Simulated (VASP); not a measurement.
CaO, 8 atoms in the cell. The structure is tetragonal, space group P4/nmm (No. 129). The conventional cell has a = 4.161 Å, b = 4.161 Å, c = 3.242 Å, α = 90.00°, β = 90.00°, γ = 90.00°. Ca (site symmetry 4mm) has 4 O at 2.27 Å within 3.0 Å. Within 3.0 Å of O (site symmetry -4m2) lie 4 Ca at 2.27 Å and 4 O at 2.94 Å. 

| Quantity | Value |
| --- | --- |
| Program | VASP 6.6.1 |
| Task | single point |
| Functional | PBEsol |
| Potentials or basis | VASP PAW PBE potentials, release 64 (Ca_sv, O) |
| Cutoff | 520 eV |
| k mesh | 6 × 6 × 2 |
| Occupations | gaussian, width 0.1 eV |
| Spin | no spin polarisation |
| Dipole correction | no |
| Further INCAR settings | ALGO = Normal; EDIFF = 1e-06; NBANDS = 42 |

Potentials or basis: VASP PAW PBE potentials, release 64 (Ca_sv, O).

Run with:

```bash
$ cat potpaw_PBE.64/Ca_sv/POTCAR potpaw_PBE.64/O/POTCAR > POTCAR
$ mpirun -np 1 vasp_std > vasp.out
```

Hardware: 1 thread of Intel(R) Xeon(R) 6975P-C (Granite Rapids), with other jobs on the host.

Question: How long does it take, and how much memory?

Answer: Run time: 39 s on 1 thread of Intel(R) Xeon(R) 6975P-C (Granite Rapids), with other jobs on the host, peak memory 0.24 GiB. Counts: scf iterations 14, k points 20.
